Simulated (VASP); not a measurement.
Ta: single point with PBE

Ta:

```
Ta
1.0
    -2.21034    2.21034    1.20871
     2.21034   -2.21034    1.20871
     2.21034    2.21034   -1.20871
Ta
2
Cartesian
  0.0000 -1.1052 -0.3022
  0.0000 1.1052 0.3022
```

| Item | Value |
| --- | --- |
| Program | VASP 6.6.1 |
| Task | single point |
| Functional | PBE |
| Potentials or basis | VASP PAW PBE potentials, release 64 (Ta_pv) |
| Cutoff | 520 eV |
| k mesh | 17 × 17 × 17 |
| Occupations | fermi-dirac, width 0.1 eV |
| Spin | no spin polarisation |

* Pressure: 221.0 GPa
* Band gap on the k mesh: zero (bands 11 and 12 overlap by 2.37 eV)

Stress tensor (GPa, compression positive):
```
221.26   0.00   0.00
  0.00 221.26   0.00
  0.00   0.00 220.61
```

Levels at points of the mesh, in eV from the Fermi level:
| k point | band 8 | band 9 | band 10 | band 11 | band 12 | band 13 | band 14 | band 15 |
| --- | --- | --- | --- | --- | --- | --- | --- | --- |
| (0.00, 0.00, 0.00) | -9.02 | -4.95 | -4.21 | -2.85 | 3.38 | 3.38 | 3.85 | 3.85 |

Run time: 82 s on 1 thread of Intel(R) Xeon(R) 6975P-C (Granite Rapids), with other jobs on the host, peak memory 0.27 GiB.

Caveat: the cell stands under pressure; spin-orbit coupling is left out, which moves the levels of the heavy elements.
